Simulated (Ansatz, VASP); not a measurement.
One calculation of PbSe, two programs

INCAR

```
SYSTEM = PbSe
PREC = Accurate
ENCUT = 520
EDIFF = 1E-6
ISMEAR = -1
SIGMA = 0.05
LREAL = .False.
LASPH = .True.
NELM = 60
ALGO = Normal
ISIF = 2
LWAVE = .False.
LCHARG = .False.
NBANDS = 28
```

File KPOINTS:

```
Automatic mesh
0
Gamma
  6 6 3
  0 0 0
```

File POSCAR:

```
PbSe
1.0
    4.3247648758      0.0000000000      0.0000000000
   -0.0101005360      4.3247530808      0.0000000000
   -2.1573321698     -2.1623765405     11.7558159939
Pb Se
2 2
Direct
    0.8068400000      0.8073040000      0.6184430000
    0.1854540000      0.1998100000      0.3823760000
    0.2873320000      0.3231460000      0.6231940000
    0.6842660000      0.6998950000      0.3779650000
```

File input.yaml:

```yaml
crystal:
  lattice:
    - [4.3247648758, 0.0, 0.0]
    - [-0.010100536, 4.3247530808, 0.0]
    - [-2.1573321698, -2.1623765405, 11.7558159939]
  atoms:
    - { symbol: Pb, position: [0.80684, 0.807304, 0.618443] }
    - { symbol: Pb, position: [0.185454, 0.19981, 0.382376] }
    - { symbol: Se, position: [0.287332, 0.323146, 0.623194] }
    - { symbol: Se, position: [0.684266, 0.699895, 0.377965] }
kpoints:
  mp_grid: { grid: [6, 6, 3] }
scf:
  occupations: { method: fermi_dirac, width: 0.05 }
hamiltonian:
  xc: lda
  pseudopotentials: { kind: all_electron, lapw: { basis_error: 0.002 } }
output:
  forces: true
  stress: true
  eigenvalues: true
```

Change from the starting cell: volume scaled by 0.94.

Alike in both runs: task single point; functional LDA; k mesh 6 × 6 × 3; occupations fermi-dirac, width 0.05 eV; no spin polarisation.

|  | VASP | Ansatz |
| --- | --- | --- |
| version | VASP 6.6.1 | Ansatz 0.2.0 |
| potentials or method | VASP PAW LDA potentials, release 64 (Pb_d, Se), cutoff 520 eV | all-electron LAPW, scalar-relativistic |

Ansatz gave:

* gap on the k mesh at the Fermi level (eV): 1.47
* least direct gap on the mesh (eV): 1.47
* rms of the force components (eV/Å): 0.158

Task: What did VASP give for the same quantities?

Result: gap on the k mesh at the Fermi level (eV): 1.47; least direct gap on the mesh (eV): 1.47; rms of the force components (eV/Å): 0.149.

LDA's correlation is that of Perdew and Zunger in VASP and of Perdew and Wang (1992) in Ansatz. Atom by atom the forces differ by 0.011 eV/Å (rms over components). Ansatz ran all-electron here, and VASP with PAW potentials.

Spin-orbit coupling is off throughout.
